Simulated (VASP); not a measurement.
# GaP (F-43m) in VASP: notebook

GaP is run at these levels: PBE+D3(BJ); tasks: single point, relaxation of cell and atoms.

Everything below comes from runs of VASP 6.6.1. Logs are shortened: lines on timing, memory, paths and dates and some standing lists are left out, and cuts for length are marked.

### Step 1. The cell of the first run

The structure is cubic, space group F-43m (No. 216). The conventional cell has a = 5.445 Å, b = 5.445 Å, c = 5.445 Å, α = 90.00°, β = 90.00°, γ = 90.00°. Within 3.1 Å of Ga (site symmetry -43m) lie 4 P at 2.36 Å. Within 3.1 Å of P (site symmetry -43m) lie 4 Ga at 2.36 Å.

### Step 2. Single point, PBE+D3(BJ)

The input, INCAR:

```
  PREC = Accurate
  ENCUT = 520
  EDIFF = 1E-7
  ISMEAR = 0
  SIGMA = 0.02
  LREAL = F
  LASPH = T
  NELM = 80
  ALGO = Normal
  ISIF = 2
  LWAVE = F
  LCHARG = T
  GGA = PE
  IVDW = 12
  LELF = T
  LVHAR = T
  NBANDS = 16
```

The input, KPOINTS:

```
Automatic mesh
0
Gamma
  8 8 8
```

The input, POSCAR:

```
GaP
1.0
    0.0000000000      2.7224585224      2.7224585224
    2.7224585224      0.0000000000      2.7224585224
    2.7224585224      2.7224585224      0.0000000000
Ga P
1 1
Direct
    0.0000000000      0.0000000000      0.0000000000
    0.2500000000      0.2500000000      0.2500000000
```

Potentials or basis: VASP PAW PBE potentials, release 64 (Ga_d, P).

Started as:

```bash
cat potpaw_PBE.64/Ga_d/POTCAR potpaw_PBE.64/P/POTCAR > POTCAR
mpirun -np 1 vasp_std > vasp.out
```

OUTCAR:

```text
PREC = Accurate
   ENCUT = 520
   EDIFF = 1E-7
   ISMEAR = 0
   LREAL = F
   LASPH = T
   NELM = 80
   ISIF = 2
   GGA = PE
   IVDW = 12
 IVDW          = 12

 ion  position               nearest neighbor table
   1  0.000  0.000  0.000-   2 2.36   2 2.36   2 2.36   2 2.36
   2  0.250  0.250  0.250-   1 2.36   1 2.36   1 2.36   1 2.36

  LATTYP: Found a face centered cubic cell.
 ALAT       =     5.4449170448

  Lattice vectors:

 A1 = (   0.0000000000,   2.7224585224,   2.7224585224)
 A2 = (   2.7224585224,   0.0000000000,   2.7224585224)
 A3 = (   2.7224585224,   2.7224585224,   0.0000000000)

Analysis of symmetry for initial positions (statically):
=====================================================================
 Subroutine PRICEL returns:
 Original cell was already a primitive cell.

 Routine SETGRP: Setting up the symmetry group for a
 face centered cubic supercell.

 Subroutine GETGRP returns: Found 24 space group operations
 (whereof 24 operations were pure point group operations)
 out of a pool of 48 trial point group operations.

The static configuration has the point symmetry T_d .

Analysis of symmetry for dynamics (positions and initial velocities):
=====================================================================
 Subroutine PRICEL returns:
 Original cell was already a primitive cell.

 Routine SETGRP: Setting up the symmetry group for a
 face centered cubic supercell.

 Subroutine GETGRP returns: Found 24 space group operations
 (whereof 24 operations were pure point group operations)
 out of a pool of 48 trial point group operations.

The dynamic configuration has the point symmetry T_d .

 Subroutine INISYM returns: Found 24 space group operations
 (whereof 24 operations are pure point group operations),
 and found     1 'primitive' translations

----------------------------------------------------------------------------------------

                                     Primitive cell

  volume of cell :      40.3565

  direct lattice vectors                    reciprocal lattice vectors
     0.000000000  2.722458522  2.722458522    -0.183657527  0.183657527  0.183657527
     2.722458522  0.000000000  2.722458522     0.183657527 -0.183657527  0.183657527
     2.722458522  2.722458522  0.000000000     0.183657527  0.183657527 -0.183657527

  length of vectors
     3.850137765  3.850137765  3.850137765     0.318104168  0.318104168  0.318104168

  position of ions in fractional coordinates (direct lattice)
     0.000000000  0.000000000  0.000000000
     0.250000000  0.250000000  0.250000000

  ion indices of the primitive-cell ions
   primitive index   ion index
                 1           1
                 2           2

----------------------------------------------------------------------------------------

 KPOINTS: Automatic mesh

Automatic generation of k-mesh.
 Grid dimensions read from file:
 generate k-points for:    8    8    8

 Generating k-lattice:

  Cartesian coordinates                     Fractional coordinates (reciprocal lattice)
    -0.022957191  0.022957191  0.022957191     0.125000000  0.000000000  0.000000000
     0.022957191 -0.022957191  0.022957191     0.000000000  0.125000000  0.000000000
     0.022957191  0.022957191 -0.022957191     0.000000000  0.000000000  0.125000000

  Length of vectors
     0.039763021  0.039763021  0.039763021

  Shift w.r.t. Gamma in fractional coordinates (k-lattice)
     0.000000000  0.000000000  0.000000000

 Subroutine IBZKPT returns following result:
 ===========================================

 Found     29 irreducible k-points:

 Following reciprocal coordinates:
            Coordinates               Weight
  0.000000  0.000000  0.000000      1.000000
  0.125000  0.000000  0.000000      8.000000
  0.250000  0.000000  0.000000      8.000000
  0.375000  0.000000  0.000000      8.000000
  0.500000  0.000000  0.000000      4.000000
  0.125000  0.125000  0.000000      6.000000
[... 16 lines left out ...]
  0.500000  0.250000  0.125000     48.000000
 -0.375000  0.250000  0.125000     24.000000
 [... further k-points ...]
   k-points           NKPTS =     29   k-points in BZ     NKDIM =     29   number of bands    NBANDS=     16
   number of dos      NEDOS =    301   number of ions     NIONS =      2
   total plane-waves  NPLWV =  27000
   dimension x,y,z NGX =    30 NGY =   30 NGZ =   30
   dimension x,y,z NGXF=    60 NGYF=   60 NGZF=   60
   ions per type =               1   1
   NGX,Y,Z   is equivalent  to a cutoff of  12.95, 12.95, 12.95 a.u.
   NGXF,Y,Z  is equivalent  to a cutoff of  25.91, 25.91, 25.91 a.u.
 SYSTEM =  unknown system
   PREC   = accura    normal or accurate (medium, high low for compatibility)
   ISTART =      0    job   : 0-new  1-cont  2-samecut
   ICHARG =      2    charge: 1-file 2-atom 10-const
   ISPIN  =      1    spin polarized calculation?
   LNONCOLLINEAR =      F non collinear calculations
   LSORBIT =      F    spin-orbit coupling
   LASPH  =      T    aspherical Exc in radial PAW
   ENCUT  =  520.0 eV  38.22 Ry    6.18 a.u.   7.16  7.16  7.16*2*pi/ulx,y,z
   NELM   =     80;   NELMIN=  2; NELMDL= -5     # of ELM steps
   EDIFF  = 0.1E-06   stopping-criterion for ELM
   LREAL  =      F    real-space projection
   EDIFFG = 0.1E-05   stopping-criterion for IOM
   NSW    =      0    number of steps for IOM
   IBRION =     -1    ionic relax: 0-MD 1-quasi-New 2-CG
   NFREE  =      0    steps in history (QN), initial steepest desc. (CG)
   ISIF   =      2    stress and relaxation
   ISYM   =      2    0-nonsym 1-usesym 2-fastsym
   POTIM  = 0.5000    time-step for ionic-motion
   TEBEG  =    0.0;   TEEND  =   0.0 temperature during run
   PSTRESS=    0.0 pullay stress
   NELECT =      18.0000    total number of electrons
   NUPDOWN=      -1.0000    fix difference up-down
   EMIN   =  10.00;   EMAX   =-10.00  energy-range for DOS
   EFERMI =   0.00;   METHOD = LEGACY
   ISMEAR =     0;   SIGMA  =   0.02  broadening in eV -4-tet -1-fermi 0-gaus
   EFERMI_NEDOS =   21; number of points for ismear=-14 and -15
   IALGO  =     38    algorithm
   IMIX   =      4    mixing-type and parameters
     AMIX     =   0.40;   BMIX     =  1.00
     AMIX_MAG =   1.60;   BMIX_MAG =  1.00
  volume/ion in A,a.u.               =      20.18       136.17
  Fermi-wavevector in a.u.,A,eV,Ry     =   1.250819  2.363705 21.286963  1.564548
  Thomas-Fermi vector in A             =   2.384795
   LORBIT       =      0    0 simple, 1 ext, 2 COOP (PROOUT), +10 PAW based schemes
   GGA     = PE    functional components
   LHFCALC =     F    Hartree Fock is set to
   AEXX    =    0.0000 exact exchange contribution
   IVDW    =    12    specifies the selected vdW correction
   LEPSILON=     F    determine dielectric tensor
   LRPA    =     F    only Hartree local field effects (RPA)
 non-spin polarized calculation
 Gauss-broadening in eV      SIGMA  =   0.02
  energy-cutoff  :      520.00
  volume of cell :       40.36
 maximum number of plane-waves:      1106
 NGX is ok and might be reduce to    30
   NGX = 15   NGY = 15   NGZ = 15

 number of electron      17.9999988 magnetization

 Free energy of the ion-electron system (eV)
  ---------------------------------------------------
  ext. energy  EPLUGINS =         0.00000000
  ---------------------------------------------------
  free energy    TOTEN  =        -9.11408280 eV

  energy without entropy =       -9.11408280  energy(sigma->0) =       -9.11408280

 E-fermi :   4.8140     XC(G=0):  -9.8468

 val. band max:        4.6839823470   @ k =   0.0000   0.0000   0.0000
 cond. band min:       6.3208705155   @ k =   0.3750   0.3750   0.0000
 fundamental gap:      1.6368881686
 Fermi energy:         4.8139509987

 k-point     1 :       0.0000    0.0000    0.0000
  band No.  band energies     occupation
      1      -9.8726      2.00000
      2      -9.8726      2.00000
      3      -9.8726      2.00000
      4      -9.7719      2.00000
      5      -9.7719      2.00000
      6      -7.8310      2.00000
[... 8 lines left out ...]
     15      14.4755      0.00000
     16      14.4755      0.00000

 k-point     2 :       0.1250    0.0000    0.0000
  band No.  band energies     occupation
      1      -9.8865      2.00000
      2      -9.8678      2.00000
      3      -9.8678      2.00000
      4      -9.7720      2.00000
      5      -9.7720      2.00000
      6      -7.6277      2.00000
[... 8 lines left out ...]
     15      13.8512      0.00000
     16      14.4011      0.00000

 k-point     3 :       0.2500    0.0000    0.0000
  band No.  band energies     occupation
      1      -9.9170      2.00000
      2      -9.8577      2.00000
      3      -9.8577      2.00000
      4      -9.7706      2.00000
      5      -9.7706      2.00000
      6      -7.0518      2.00000
[... 8 lines left out ...]
     15      13.6688      0.00000
     16      14.6215      0.00000

 k-point     4 :       0.3750    0.0000    0.0000
  band No.  band energies     occupation
      1      -9.9445      2.00000
      2      -9.8500      2.00000
      3      -9.8500      2.00000
      4      -9.7669      2.00000
      5      -9.7669      2.00000
      6      -6.2481      2.00000
[... 8 lines left out ...]
     15      14.8702      0.00000
     16      14.8702      0.00000
[... 324 lines left out ...]
 k-point    22 :       0.3750    0.2500    0.1250
  band No.  band energies     occupation
      1      -9.9404      2.00000
      2      -9.8456      2.00000
      3      -9.8416      2.00000
      4      -9.7828      2.00000
      5      -9.7628      2.00000
      6      -6.5620      2.00000
[... 8 lines left out ...]
     15      15.8180      0.00000
     16      17.1275      0.00000

 k-point    23 :       0.5000    0.2500    0.1250
  band No.  band energies     occupation
      1      -9.9560      2.00000
      2      -9.8419      2.00000
      3      -9.8324      2.00000
      4      -9.7807      2.00000
      5      -9.7629      2.00000
      6      -5.8048      2.00000
[... 8 lines left out ...]
     15      16.2450      0.00000
     16      17.5326      0.00000

 k-point    24 :      -0.3750    0.2500    0.1250
  band No.  band energies     occupation
      1      -9.9617      2.00000
      2      -9.8413      2.00000
      3      -9.8292      2.00000
      4      -9.7771      2.00000
      5      -9.7645      2.00000
      6      -5.3471      2.00000
[... 8 lines left out ...]
     15      16.7001      0.00000
     16      17.2117      0.00000

 [... further k-points ...]

------------------------ aborting loop because EDIFF is reached ----------------------------------------

 Edisp (eV)   -0.63511

 E8    (eV) :    -0.2694

  FORCE on cell =-STRESS in cart. coord.  units (eV):
  Direction    XX          YY          ZZ          XY          YZ          ZX
  --------------------------------------------------------------------------------------
  -------------------------------------------------------------------------------------
  Total       0.00434     0.00434     0.00434     0.00000     0.00000    -0.00000
  in kB       0.17212     0.17212     0.17212     0.00000     0.00000    -0.00000
  external pressure =        0.17 kB  Pullay stress =        0.00 kB

 VOLUME and BASIS-vectors are now :
 -----------------------------------------------------------------------------
  energy-cutoff  :      520.00
  volume of cell :       40.36
      direct lattice vectors                 reciprocal lattice vectors
     0.000000000  2.722458522  2.722458522    -0.183657527  0.183657527  0.183657527
     2.722458522  0.000000000  2.722458522     0.183657527 -0.183657527  0.183657527
     2.722458522  2.722458522  0.000000000     0.183657527  0.183657527 -0.183657527

 POSITION                                       TOTAL-FORCE (eV/Angst)
 -----------------------------------------------------------------------------------
      0.00000      0.00000      0.00000         0.000000      0.000000      0.000000
      1.36123      1.36123      1.36123        -0.000000     -0.000000     -0.000000
 -----------------------------------------------------------------------------------
    total drift:                                0.000002      0.000002      0.000001

  FREE ENERGIE OF THE ION-ELECTRON SYSTEM (eV)
  ---------------------------------------------------
  free  energy   TOTEN  =        -9.7491899768 eV

  energy  without entropy=       -9.7491899768  energy(sigma->0) =       -9.74918998
```

Run time: 12 s. Hardware: 1 thread of Intel Xeon 6975P-C (Granite Rapids), shared host; peak memory 0.18 GiB.

Results:

* Free energy: -9.7492 eV
* Pressure: 0.0 GPa
* Band gap on the k mesh: 1.64 eV, indirect (least direct gap 1.85 eV)
* Dispersion energy per atom: -0.318 eV

Levels at points of the mesh, in eV from the valence-band top:
| k point | band 5 | band 6 | band 7 | band 8 | band 9 | band 10 | band 11 | band 12 | band 13 | band 14 |
| --- | --- | --- | --- | --- | --- | --- | --- | --- | --- | --- |
| (0.00, 0.00, 0.00) | -14.46 | -12.52 | 0.00 | 0.00 | 0.00 | 1.85 | 3.89 | 3.89 | 3.89 | 8.82 |
| (0.50, 0.00, 0.00) | -14.45 | -10.44 | -6.65 | -1.12 | -1.12 | 1.68 | 4.72 | 4.72 | 8.29 | 10.91 |
| (0.50, 0.50, 0.00) | -14.43 | -9.54 | -6.77 | -2.69 | -2.69 | 1.65 | 1.82 | 10.62 | 10.62 | 11.22 |

A k mesh can miss the band edges.

(Continued in part 2 of 2.)
